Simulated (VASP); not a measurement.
# SbPb (Cmmm) in VASP: relaxation of cell and atoms with LDA

Aim: the relaxation of cell and atoms of SbPb with LDA.

Program: VASP 6.6.1. These are calculated values, not measurements. Logs are shortened: lines on timing, memory, paths and dates and some standing lists are left out, and cuts for length are marked.

### Step 1. The cell of the first run

The structure is orthorhombic, space group Cmmm (No. 65). The conventional cell has a = 4.152 Å, b = 5.361 Å, c = 5.453 Å, α = 90.00°, β = 90.00°, γ = 90.00°. Within 4.5 Å of Sb (site symmetry mmm) lie 6 Sb at 3.39 to 4.15 Å and 8 Pb at 3.43 to 3.82 Å. Within 4.5 Å of Pb (site symmetry mmm) lie 6 Pb at 3.39 to 4.15 Å and 8 Sb at 3.43 to 3.82 Å.

### Step 2. Relaxation of cell and atoms, LDA, target pressure 40 GPa, at which the enthalpy is minimised

File INCAR:

```
PREC = Accurate
ENCUT = 500
EDIFF = 1E-7
ISMEAR = 0
SIGMA = 0.15
LREAL = False
LASPH = True
NELM = 120
ALGO = Normal
ISIF = 3
LWAVE = False
LCHARG = False
IBRION = 2
NSW = 80
EDIFFG = -0.05
PSTRESS = 400.0
GGA_COMPAT = False
NELMIN = 4
```

File KPOINTS:

```
Automatic mesh
0
Gamma
  9 9 6
```

File POSCAR:

```
SbPb
1.0
    2.0758210000     -2.6803290000      0.0000000000
    2.0758210000      2.6803290000      0.0000000000
    0.0000000000      0.0000000000      5.4534750000
Sb Pb
1 1
Direct
    0.5000000000      0.5000000000      0.5000000000
    0.0000000000      0.0000000000      0.0000000000
```

Potentials or basis: VASP PAW LDA potentials, release 64 (Sb, Pb_d).

Started as:

```
$ cat potpaw_LDA.64/Sb/POTCAR potpaw_LDA.64/Pb_d/POTCAR > POTCAR
$ mpirun -np 1 vasp_std > vasp.out
```

OUTCAR:

```text
PREC = Accurate
   ENCUT = 500
   EDIFF = 1E-7
   ISMEAR = 0
   LREAL = False
   LASPH = True
   NELM = 120
   ISIF = 3
   IBRION = 2
   NSW = 80
   EDIFFG = -0.05
   PSTRESS = 400.0
   NELMIN = 4

 ion  position               nearest neighbor table
   1  0.500  0.500  0.500-   2 3.43   2 3.43   2 3.43   2 3.43   2 3.82   2 3.82   2 3.82   2 3.82

   2  0.000  0.000  0.000-   1 3.43   1 3.43   1 3.43   1 3.43   1 3.82   1 3.82   1 3.82   1 3.82

  LATTYP: Found a base centered orthorhombic cell.
 ALAT       =     4.1516420000
 B/A-ratio  =     1.2912139341
 C/A-ratio  =     1.3135706306

  Lattice vectors:

 A1 = (   2.0758210000,  -2.6803290000,   0.0000000000)
 A2 = (   2.0758210000,   2.6803290000,   0.0000000000)
 A3 = (   0.0000000000,   0.0000000000,   5.4534750000)

Analysis of symmetry for initial positions (statically):
=====================================================================
 Subroutine PRICEL returns:
 Original cell was already a primitive cell.

 Routine SETGRP: Setting up the symmetry group for a
 base centered orthorhombic supercell.

 Subroutine GETGRP returns: Found  8 space group operations
 (whereof  8 operations were pure point group operations)
 out of a pool of  8 trial point group operations.

The static configuration has the point symmetry D_2h.

Analysis of symmetry for dynamics (positions and initial velocities):
=====================================================================
 Subroutine PRICEL returns:
 Original cell was already a primitive cell.

 Routine SETGRP: Setting up the symmetry group for a
 base centered orthorhombic supercell.

 Subroutine GETGRP returns: Found  8 space group operations
 (whereof  8 operations were pure point group operations)
 out of a pool of  8 trial point group operations.

The dynamic configuration has the point symmetry D_2h.

 Subroutine INISYM returns: Found  8 space group operations
 (whereof  8 operations are pure point group operations),
 and found     1 'primitive' translations

----------------------------------------------------------------------------------------

                                     Primitive cell

  volume of cell :      60.6850

  direct lattice vectors                    reciprocal lattice vectors
     2.075821000 -2.680329000  0.000000000     0.240868553 -0.186544264  0.000000000
     2.075821000  2.680329000  0.000000000     0.240868553  0.186544264  0.000000000
     0.000000000  0.000000000  5.453475000     0.000000000  0.000000000  0.183369320

  length of vectors
     3.390161703  3.390161703  5.453475000     0.304657877  0.304657877  0.183369320

[... 109 lines left out ...]
   LEPSILON=     F    determine dielectric tensor
   LRPA    =     F    only Hartree local field effects (RPA)
 conjugate gradient relaxation of ions
 non-spin polarized calculation
 Gauss-broadening in eV      SIGMA  =   0.15
  energy-cutoff  :      500.00
  volume of cell :       60.68
 maximum number of plane-waves:      1560
 NGX is ok and might be reduce to    28
   NGX = 13   NGY = 13   NGZ = 19

--------------------------------------- Ionic step        1  -------------------------------------------

 number of electron      18.9999996 magnetization

 Free energy of the ion-electron system (eV)
  ---------------------------------------------------
  ext. energy  EPLUGINS =         0.00000000
  ---------------------------------------------------
  free energy    TOTEN  =        -8.80984918 eV

  energy without entropy =       -8.79606712  energy(sigma->0) =       -8.80295815

------------------------ aborting loop because EDIFF is reached ----------------------------------------

  FORCE on cell =-STRESS in cart. coord.  units (eV):
  Direction    XX          YY          ZZ          XY          YZ          ZX
  --------------------------------------------------------------------------------------
  -------------------------------------------------------------------------------------
  Total       -1.6915892     -1.7746167     -1.6068372     -0.0000000      0.0000000      0.0000000
  in kB      -44.6605580    -46.8526127    -42.4229757     -0.0000000      0.0000000      0.0000000
  external PRESSURE =    -444.6453821 kB  Pullay stress =     400.0000000 kB
[... 97 lines left out ...]
  energy  without entropy=       -8.8792062089  energy(sigma->0) =       -8.88669191

  enthalpy is  TOTEN    =         4.9172504507 eV   P V=       13.8114280596

 E-fermi :   9.0595     XC(G=0): -10.9175

 val. band max:        9.0364821038   @ k =   0.3333   0.2222   0.0000
 cond. band min:       9.0630483723   @ k =  -0.4444   0.4444   0.3333
 fundamental gap:      0.0265662685
 Fermi energy:         9.0595460922

 k-point     1 :       0.0000    0.0000    0.0000
  band No.  band energies     occupation
      1      -8.4289      2.00000
      2      -8.2713      2.00000
      3      -7.9806      2.00000
      4      -7.9252      2.00000
      5      -7.9112      2.00000
      6      -4.1242      2.00000
      7       0.7374      2.00000
      8       3.7009      2.00000
      9      11.0858      0.00000
     10      12.5504      0.00000
     11      16.3864      0.00000
     12      16.5043      0.00000
     13      16.8226      0.00000
[... 356 lines left out ...]
      2      -8.1641      2.00000
      3      -8.1107      2.00000
      4      -7.9402      2.00000
      5      -7.7125      2.00000
      6       1.0190      2.00000
      7       3.2217      2.00000
      8       3.8838      2.00000
      9       7.0802      2.00000
     10       8.2535      2.00000
     11       8.3659      2.00000
     12      10.5128      0.00000
     13      12.0689      0.00000

 [... further k-points ...]

[... ionic steps 4 to 11 ...]

--------------------------------------- Ionic step       12  -------------------------------------------

 number of electron      18.9999999 magnetization

------------------------ aborting loop because EDIFF is reached ----------------------------------------
[... 71 lines left out ...]
--------------------------------------- Ionic step       14  -------------------------------------------

 number of electron      19.0000000 magnetization

 Free energy of the ion-electron system (eV)
  ---------------------------------------------------
  ext. energy  EPLUGINS =         0.00000000
  ---------------------------------------------------
  free energy    TOTEN  =        -7.51274923 eV

  energy without entropy =       -7.50566087  energy(sigma->0) =       -7.50920505

 E-fermi :  13.0373     XC(G=0): -12.1585

 val. band max:       13.0208475607   @ k =  -0.4444   0.2222   0.5000
 cond. band min:      13.0390412363   @ k =   0.4444   0.4444   0.1667
 fundamental gap:      0.0181936756
 Fermi energy:        13.0373077799

 k-point     1 :       0.0000    0.0000    0.0000
  band No.  band energies     occupation
      1      -5.3142      2.00000
      2      -5.0940      2.00000
      3      -4.4311      2.00000
      4      -4.3564      2.00000
      5      -4.3181      2.00000
      6      -2.6684      2.00000
      7       4.0584      2.00000
      8       5.7600      2.00000
      9      15.9503      0.00000
     10      17.4711      0.00000
     11      20.9265      0.00000
     12      21.3046      0.00000
     13      22.8010      0.00000
[... 401 lines left out ...]
  energy  without entropy=       -7.5056608741  energy(sigma->0) =       -7.50920505

  enthalpy is  TOTEN    =         2.4594526227 eV   P V=        9.9722018554

 reached required accuracy - stopping structural energy minimisation
```

OSZICAR:

```text
N       E                     dE             d eps       ncg     rms          rms(c)
DAV:   1     0.140686017171E+03    0.14069E+03   -0.83147E+03  2600   0.134E+03
DAV:   2     0.851492979995E+00   -0.13983E+03   -0.13780E+03  2775   0.343E+02
[... 142 lines left out ...]
DAV:   1    -0.751473849381E+01   -0.64139E-03   -0.10265E-01  3220   0.325E+00    0.214E-01
DAV:   2    -0.751348001508E+01    0.12585E-02   -0.29011E-03  3670   0.790E-01    0.132E-01
DAV:   3    -0.751273926164E+01    0.74075E-03   -0.13013E-03  3882   0.675E-01    0.969E-03
DAV:   4    -0.751274928650E+01   -0.10025E-04   -0.13616E-04  2815   0.128E-01    0.560E-03
DAV:   5    -0.751274927181E+01    0.14687E-07   -0.35337E-06  3967   0.240E-02    0.185E-03
DAV:   6    -0.751274923270E+01    0.39111E-07   -0.10675E-07  1773   0.488E-03
  14 F= 0.24594526E+01 E0= 0.24629968E+01  d E =-.200888E-02
```

Wall time 6.9 min (1 thread of Intel Xeon Platinum 8488C (Sapphire Rapids), shared host); peak memory 0.25 GiB.

What came out:

```yaml
Free_energy: -7.5127 eV
Relaxed_volume: 19.97 Å³/atom
Relaxed_cell: a = 2.939 Å, b = 2.939 Å, c = 4.821 Å, α = 90.00°, β = 90.00°, γ = 106.42°
Space_group_after_relaxing_to_0.1_Å: Cmmm (No. 65)
Energy_change_on_relaxing_the_run_minimises_the_enthalpy: +648.6 meV/atom
Ionic_steps: 14
Pressure_after_relaxing: 40.1 GPa
Band_gap_on_the_k_mesh: zero (an odd number of electrons rules out a gap without spin polarisation)
```

Stress tensor (GPa, compression positive):
```
40.02  0.00  0.00
 0.00 40.05  0.00
 0.00  0.00 40.28
```

Step by step:
```tsv
step	energy change (eV)	largest force (eV/Å)	pressure (GPa)	volume (Å³)
1	0.0000	0.0000	-4.46	60.68
2	93.7644	0.0000	2668.26	12.70
3	-0.0843	0.0000	-0.19	55.32
4	-0.0320	0.0000	4.80	51.40
5	2.1839	0.0000	59.65	37.12
6	1.0850	0.0000	35.25	40.91
7	1.2759	0.0000	39.60	40.09
8	1.3659	0.0000	41.63	39.74
9	1.1109	0.0000	35.95	40.74
10	1.2128	0.0000	38.25	40.31
11	1.3489	0.0000	41.33	39.75
12	1.2953	0.0000	40.13	39.96
13	1.2958	0.0000	40.11	39.95
14	1.2971	0.0000	40.11	39.94
```

Final structure:
```cif
data_structure
_symmetry_space_group_name_H-M 'P 1'
_symmetry_Int_Tables_number 1
_cell_length_a 2.9388
_cell_length_b 2.9388
_cell_length_c 4.8213
_cell_angle_alpha 90.000
_cell_angle_beta 90.000
_cell_angle_gamma 106.418
_cell_volume 39.94
loop_
_atom_site_label
_atom_site_type_symbol
_atom_site_fract_x
_atom_site_fract_y
_atom_site_fract_z
_atom_site_occupancy
Sb1 Sb 0.50000 0.50000 0.50000 1
Pb1 Pb 0.00000 0.00000 0.00000 1
```

Caveat: the cell is relaxed towards a set pressure, so the run minimises the enthalpy, not the energy; the volume moved by over 15 % at a fixed basis, so the end points are rough; spin-orbit coupling is left out, which moves the levels of the heavy elements; an odd number of electrons without spin polarisation forces a metal; a magnetic or distorted state may lie lower.
